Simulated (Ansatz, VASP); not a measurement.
**One calculation of CaI, two programs**

```xyz
2
Lattice="4.1468 0.0000 0.0000 -2.0734 3.5913 0.0000 0.0000 0.0000 4.5762" Properties=species:S:1:pos:R:3 pbc="T T T"
I     2.0734    1.1971    0.0000
Ca    0.0000    0.0000    2.2881
```

Alike in both runs: task single point; functional PBE-based screened hybrid; k mesh 4 × 4 × 3; occupations fermi-dirac, width 0.05 eV; no spin polarisation.

```csv
,VASP,Ansatz
version,VASP 6.6.1,Ansatz 0.2.0
potentials or method,"VASP PAW PBE potentials, release 64 (I, Ca_sv)",Ansatz PAW
plane-wave cutoff (eV),400,420
valence electrons in the cell,17,27
```

|  | VASP | Ansatz | Ansatz less VASP |
| --- | --- | --- | --- |
| gap on the k mesh at the Fermi level (eV) | none | none | - |
| pressure (GPa) | -0.4 | -0.4 | +0.04 |
| traceless stress, the component that is largest in VASP (GPa) | 0.36 | 0.31 | -0.047 |

VASP's potentials were made for PBE, not for PBE-based screened hybrid. A gap of «none» marks a metal or a gap that the smearing closes. VASP's potentials hold 17 valence electrons a cell and Ansatz's 27, so a difference there can come from the potentials and not from the codes.

The k mesh is coarse, so the values compare programs but aren't converged. Spin-orbit coupling is off throughout.
